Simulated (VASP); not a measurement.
# LiF3 (Cc) in VASP: single point with PBE

Aim: the single point of LiF3 with PBE.

All numbers are computed with VASP 6.6.1; they aren't measurements. Logs are shortened: lines on timing, memory, paths and dates and some standing lists are left out, and cuts for length are marked.

## Step 1: The cell of the first run

The structure is monoclinic, space group Cc (No. 9). Conventional cell: a = 9.798 Å, b = 5.657 Å, c = 5.657 Å, α = 90.00°, β = 125.26°, γ = 90.00°. Li (site symmetry 1) has 6 F at 1.90 to 2.12 Å within 2.5 Å. F (site symmetry 1) has 2 Li at 1.90 to 2.11 Å within 2.5 Å. F (site symmetry 1) has 2 Li at 1.92 to 2.12 Å within 2.5 Å. F (site symmetry 1) has 2 Li at 1.90 to 2.11 Å within 2.5 Å.

## Step 2: Single point, PBE, collinear spin

The input, INCAR:

```
ALGO = Normal
EDIFF = 1E-6
ENCUT = 520
GGA = PE
ISIF = 2
ISMEAR = 0
ISPIN = 2
LASPH = T
LCHARG = F
LORBIT = 11
LREAL = F
LWAVE = F
MAGMOM = 0 0 1 1 1 1 1 1
NBANDS = 38
NELM = 150
PREC = Accurate
SIGMA = 0.1
```

The input, KPOINTS:

```
k-points
0
Gamma
  4 4 4
```

The input, POSCAR:

```
LiF3
1.0
    4.8989794900     -2.8284271200      0.0000000000
    4.8989794900      2.8284271200      0.0000000000
   -3.2659863200      0.0000000000      4.6188021500
Li F
2 6
Direct
    0.5131837200      0.0131837200      0.9868162800
    0.0131837200      0.5131837200      0.4868162800
    0.7299784200      0.7700215800      0.7299784200
    0.2299784200      0.2700215800      0.7700215800
    0.7500000000      0.2500000000      0.2500000000
    0.2700215800      0.2299784200      0.2700215800
    0.7700215800      0.7299784200      0.2299784200
    0.2500000000      0.7500000000      0.7500000000
```

Potentials or basis: VASP PAW PBE potentials, release 64 (Li_sv, F).

Command:

```bash
$ cat potpaw_PBE.64/Li_sv/POTCAR potpaw_PBE.64/F/POTCAR > POTCAR
$ mpirun -np 1 vasp_std > vasp.out
```

OUTCAR:

```text
EDIFF = 1E-6
   ENCUT = 520
   GGA = PE
   ISIF = 2
   ISMEAR = 0
   ISPIN = 2
   LASPH = T
   LORBIT = 11
   LREAL = F
   NELM = 150
   PREC = Accurate

 ion  position               nearest neighbor table
   1  0.513  0.013  0.987-   3 1.90   5 1.90   4 1.92   7 2.11   8 2.11   6 2.12
   2  0.013  0.513  0.487-   7 1.90   8 1.90   6 1.92   3 2.11   5 2.11   4 2.12
   3  0.730  0.770  0.730-   1 1.90   2 2.11
   4  0.230  0.270  0.770-   1 1.92   2 2.12
   5  0.750  0.250  0.250-   1 1.90   2 2.11
   6  0.270  0.230  0.270-   2 1.92   1 2.12
   7  0.770  0.730  0.230-   2 1.90   1 2.11
   8  0.250  0.750  0.750-   2 1.90   1 2.11

  LATTYP: Found a face centered cubic cell.
 ALAT       =     8.0000000021

  Lattice vectors:

 A1 = (  -4.8989794900,   2.8284271200,   0.0000000000)
 A2 = (  -4.8989794900,  -2.8284271200,   0.0000000000)
 A3 = (  -3.2659863200,   0.0000000000,   4.6188021500)

Analysis of symmetry for initial positions (statically):
=====================================================================
 Subroutine PRICEL returns:
 Original cell was already a primitive cell.

 Routine SETGRP: Setting up the symmetry group for a
 face centered cubic supercell.

 Subroutine GETGRP returns: Found  2 space group operations
 (whereof  1 operations were pure point group operations)
 out of a pool of 48 trial point group operations.

The static configuration has the point symmetry C_1 .
 The point group associated with its full space group is C_1h.

Analysis of symmetry for dynamics (positions and initial velocities):
=====================================================================
 Subroutine PRICEL returns:
 Original cell was already a primitive cell.

 Routine SETGRP: Setting up the symmetry group for a
 face centered cubic supercell.

 Subroutine GETGRP returns: Found  2 space group operations
 (whereof  1 operations were pure point group operations)
 out of a pool of 48 trial point group operations.

The dynamic configuration has the point symmetry C_1 .
 The point group associated with its full space group is C_1h.

Analysis of structural, dynamic, and magnetic symmetry:
=====================================================================
 Subroutine PRICEL returns:
 Original cell was already a primitive cell.

 Routine SETGRP: Setting up the symmetry group for a
 face centered cubic supercell.

 Subroutine GETGRP returns: Found  2 space group operations
 (whereof  1 operations were pure point group operations)
 out of a pool of 48 trial point group operations.

The overall configuration has the point symmetry C_1 .
 The point group associated with its full space group is C_1h.

 Subroutine INISYM returns: Found  2 space group operations
 (whereof  1 operations are pure point group operations),
 and found     1 'primitive' translations

----------------------------------------------------------------------------------------

                                     Primitive cell

  volume of cell :     128.0000

  direct lattice vectors                    reciprocal lattice vectors
     4.898979490 -2.828427120  0.000000000     0.102062073 -0.176776696  0.072168784
     4.898979490  2.828427120  0.000000000     0.102062073  0.176776696  0.072168784
    -3.265986320  0.000000000  4.618802150     0.000000000  0.000000000  0.216506351

  length of vectors
     5.656854251  5.656854251  5.656854244     0.216506351  0.216506351  0.216506351

  position of ions in fractional coordinates (direct lattice)
     0.513183720  0.013183720  0.986816280
     0.013183720  0.513183720  0.486816280
     0.729978420  0.770021580  0.729978420
     0.229978420  0.270021580  0.770021580
     0.750000000  0.250000000  0.250000000
     0.270021580  0.229978420  0.270021580
     0.770021580  0.729978420  0.229978420
     0.250000000  0.750000000  0.750000000

  ion indices of the primitive-cell ions
   primitive index   ion index
                 1           1
                 2           2
                 3           3
                 4           4
                 5           5
                 6           6
                 7           7
                 8           8

[... 55 lines left out ...]
   dimension x,y,z NGX =    42 NGY =   42 NGZ =   42
   dimension x,y,z NGXF=    84 NGYF=   84 NGZF=   84
   ions per type =               2   6
   NGX,Y,Z   is equivalent  to a cutoff of  12.34, 12.34, 12.34 a.u.
   NGXF,Y,Z  is equivalent  to a cutoff of  24.69, 24.69, 24.69 a.u.
 SYSTEM =  unknown system
   PREC   = accura    normal or accurate (medium, high low for compatibility)
   ISTART =      0    job   : 0-new  1-cont  2-samecut
   ICHARG =      2    charge: 1-file 2-atom 10-const
   ISPIN  =      2    spin polarized calculation?
   LNONCOLLINEAR =      F non collinear calculations
   LSORBIT =      F    spin-orbit coupling
   LASPH  =      T    aspherical Exc in radial PAW
   ENCUT  =  520.0 eV  38.22 Ry    6.18 a.u.  10.52 10.52 10.52*2*pi/ulx,y,z
   NELM   =    150;   NELMIN=  2; NELMDL= -5     # of ELM steps
   EDIFF  = 0.1E-05   stopping-criterion for ELM
   LREAL  =      F    real-space projection
   EDIFFG = 0.1E-04   stopping-criterion for IOM
   NSW    =      0    number of steps for IOM
   IBRION =     -1    ionic relax: 0-MD 1-quasi-New 2-CG
   NFREE  =      0    steps in history (QN), initial steepest desc. (CG)
   ISIF   =      2    stress and relaxation
   ISYM   =      2    0-nonsym 1-usesym 2-fastsym
   POTIM  = 0.5000    time-step for ionic-motion
   TEBEG  =    0.0;   TEEND  =   0.0 temperature during run
   PSTRESS=    0.0 pullay stress
   NELECT =      48.0000    total number of electrons
   NUPDOWN=      -1.0000    fix difference up-down
   EMIN   =  10.00;   EMAX   =-10.00  energy-range for DOS
   EFERMI =   0.00;   METHOD = LEGACY
   ISMEAR =     0;   SIGMA  =   0.10  broadening in eV -4-tet -1-fermi 0-gaus
   EFERMI_NEDOS =   21; number of points for ismear=-14 and -15
   IALGO  =     38    algorithm
   IMIX   =      4    mixing-type and parameters
     AMIX     =   0.40;   BMIX     =  1.00
     AMIX_MAG =   1.60;   BMIX_MAG =  1.00
  volume/ion in A,a.u.               =      16.00       107.97
  Fermi-wavevector in a.u.,A,eV,Ry     =   1.180552  2.230920 18.962492  1.393704
  Thomas-Fermi vector in A             =   2.316843
   LORBIT       =     11    0 simple, 1 ext, 2 COOP (PROOUT), +10 PAW based schemes
   GGA     = PE    functional components
   LHFCALC =     F    Hartree Fock is set to
   AEXX    =    0.0000 exact exchange contribution
   IVDW    =     0    specifies the selected vdW correction
   LEPSILON=     F    determine dielectric tensor
   LRPA    =     F    only Hartree local field effects (RPA)
 spin polarized calculation
 Gauss-broadening in eV      SIGMA  =   0.10
  energy-cutoff  :      520.00
  volume of cell :      128.00
 maximum number of plane-waves:      3479
   NGX = 21   NGY = 21   NGZ = 21

 number of electron      48.0000000 magnetization       4.0000009

 Free energy of the ion-electron system (eV)
  ---------------------------------------------------
  ext. energy  EPLUGINS =         0.00000000
  ---------------------------------------------------
  free energy    TOTEN  =       -23.40334027 eV

  energy without entropy =      -23.32900678  energy(sigma->0) =      -23.36617353

 E-fermi :  -5.5584     XC(G=0):  -7.2519

 val. band max:       -5.5584365075   @ k =   0.5000   0.5000   0.2500
 cond. band min:      -5.5582645207   @ k =   0.2500  -0.2500  -0.2500
 fundamental gap:      0.0001719869
 Fermi energy:        -5.5584137714

 spin component 1

 k-point     1 :       0.0000    0.0000    0.0000
  band No.  band energies     occupation
      1     -46.0094      1.00000
      2     -46.0055      1.00000
      3     -26.2578      1.00000
      4     -25.9684      1.00000
      5     -25.9664      1.00000
      6     -25.9587      1.00000
[... 925 lines left out ...]
     35      11.7773      0.00000
     36      11.7773      0.00000
 Fermi energy:        -5.5584137714

 spin component 2

 k-point     1 :       0.0000    0.0000    0.0000
  band No.  band energies     occupation
      1     -46.0195      1.00000
      2     -46.0160      1.00000
      3     -25.1155      1.00000
      4     -24.7987      1.00000
      5     -24.7932      1.00000
      6     -24.7861      1.00000
[... 925 lines left out ...]
     35      11.9776      0.00000
     36      11.9776      0.00000
 [bands above 36 left out]

------------------------ aborting loop because EDIFF is reached ----------------------------------------

  FORCE on cell =-STRESS in cart. coord.  units (eV):
  Direction    XX          YY          ZZ          XY          YZ          ZX
  --------------------------------------------------------------------------------------
  -------------------------------------------------------------------------------------
  Total       -1.9827064     -1.5070685     -1.5388574      0.0000000      0.0000000      0.1911287
  in kB      -24.8175570    -18.8639915    -19.2618946      0.0000000      0.0000000      2.3923604
  external PRESSURE =     -20.9811477 kB  Pullay stress =       0.0000000 kB

 VOLUME and BASIS-vectors are now :
 -----------------------------------------------------------------------------
  energy-cutoff  :      520.00
  volume of cell :      128.00
      direct lattice vectors                 reciprocal lattice vectors
     4.898979490 -2.828427120  0.000000000     0.102062073 -0.176776696  0.072168784
     4.898979490  2.828427120  0.000000000     0.102062073  0.176776696  0.072168784
    -3.265986320  0.000000000  4.618802150     0.000000000  0.000000000  0.216506351

 POSITION                                       TOTAL-FORCE (eV/Angst)
 -----------------------------------------------------------------------------------
     -0.64427     -1.41421      4.55791        -0.444371     -0.009002      0.145037
      0.98873      1.41421      2.24851        -0.444371      0.009002      0.145037
      4.96437      0.11326      3.37163         0.105046     -0.195101     -0.117824
     -0.06539      0.11326      3.55658         0.126907      0.095937     -0.147667
      4.08248     -1.41421      1.15470         0.212418     -0.001074      0.120454
      1.56760     -0.11326      1.24718         0.126907     -0.095937     -0.147667
      6.59736     -0.11326      1.06222         0.105046      0.195101     -0.117824
      2.44949      1.41421      3.46410         0.212418      0.001074      0.120454
 -----------------------------------------------------------------------------------
    total drift:                                0.001784      0.000000     -0.000533

  FREE ENERGIE OF THE ION-ELECTRON SYSTEM (eV)
  ---------------------------------------------------
  free  energy   TOTEN  =       -23.4033402741 eV

  energy  without entropy=      -23.3290067846  energy(sigma->0) =      -23.36617353

 total charge

# of ion       s       p       d       tot
------------------------------------------
    1        2.014   0.043   0.000   2.057
    2        2.014   0.043   0.000   2.057
    3        1.752   4.133   0.000   5.885
    4        1.752   4.129   0.000   5.881
    5        1.752   4.133   0.000   5.884
    6        1.752   4.129   0.000   5.881
    7        1.752   4.133   0.000   5.885
    8        1.752   4.133   0.000   5.884
--------------------------------------------------
tot         14.539  24.876   0.000  39.415

 magnetization (x)

# of ion       s       p       d       tot
------------------------------------------
    1       -0.001  -0.002   0.000  -0.004
    2       -0.001  -0.002   0.000  -0.004
    3        0.003   0.590   0.000   0.593
    4        0.003   0.596   0.000   0.599
    5        0.003   0.591   0.000   0.594
    6        0.003   0.596   0.000   0.599
    7        0.003   0.590   0.000   0.593
    8        0.003   0.591   0.000   0.594
--------------------------------------------------
tot          0.015   3.551   0.000   3.566
```

Run time: 6.9 min. Hardware: 1 thread of Intel Xeon Platinum 8488C (Sapphire Rapids), shared host; peak memory 0.38 GiB.

Results:

| Quantity | Value |
| --- | --- |
| Free energy | -23.4033 eV |
| Largest force | 0.468 eV/Å |
| Band gap on the k mesh | zero (filled and empty bands overlap) |
| Net moment | 4.00 μB per cell |
| Site moments | Li -0.00; F +0.59, +0.60 (each value once) μB |
| Valence electrons inside the program's atomic spheres | Li 2.06; F 5.88 |

Forces in eV/Å, atoms in the order of the input:
```
Li  -0.444 -0.009  0.145
Li  -0.444  0.009  0.145
F    0.105 -0.195 -0.118
F    0.127  0.096 -0.148
F    0.212 -0.001  0.120
F    0.127 -0.096 -0.148
F    0.105  0.195 -0.118
F    0.212  0.001  0.120
```

Caveat: the cutoff is under 1.25 times the usual one of these potentials, so pressure, stress and relaxed cells hold a basis-set (Pulay) error.
